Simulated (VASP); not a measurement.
Hf2H5, 14 atoms in the cell. The structure is tetragonal, space group I4_1/amd (No. 141). The conventional cell has a = 4.774 Å, b = 4.774 Å, c = 9.420 Å, α = 90.00°, β = 90.00°, γ = 90.00°. Within 2.7 Å of Hf (site symmetry 2mm) lie 11 H at 2.04 to 2.39 Å. H (site symmetry 2) has 4 Hf at 2.04 to 2.08 Å and 8 H at 2.11 to 2.56 Å within 2.7 Å. Within 2.8 Å of H (site symmetry -4m2) lie 8 H at 2.11 Å and 6 Hf at 2.30 to 2.39 Å. 

| Property | Result |
| --- | --- |
| Program | VASP 6.6.1 |
| Task | single point |
| Functional | PBE |
| Potentials or basis | VASP PAW PBE potentials, release 64 (Hf_pv, H) |
| Cutoff | 520 eV |
| k mesh | 5 × 5 × 5 |
| Occupations | gaussian, width 0.2 eV |
| Spin | no spin polarisation |
| Dipole correction | no |
| Further INCAR settings | ALGO = Normal; EDIFF = 1e-06; NBANDS = 38 |

Potentials or basis: VASP PAW PBE potentials, release 64 (Hf_pv, H).

Run with:

```bash
$ cat potpaw_PBE.64/Hf_pv/POTCAR potpaw_PBE.64/H/POTCAR > POTCAR
$ mpirun -np 1 vasp_std > vasp.out
```

Hardware: 1 thread of AMD EPYC 9R45 96-Core Processor (Zen 5) (shared host).

Q: How long does it take, and how much memory?

A: It took 59 s on 1 thread of AMD EPYC 9R45 96-Core Processor (Zen 5), on a shared host, peak memory 0.31 GiB. Counts: scf iterations 13, k points 18.
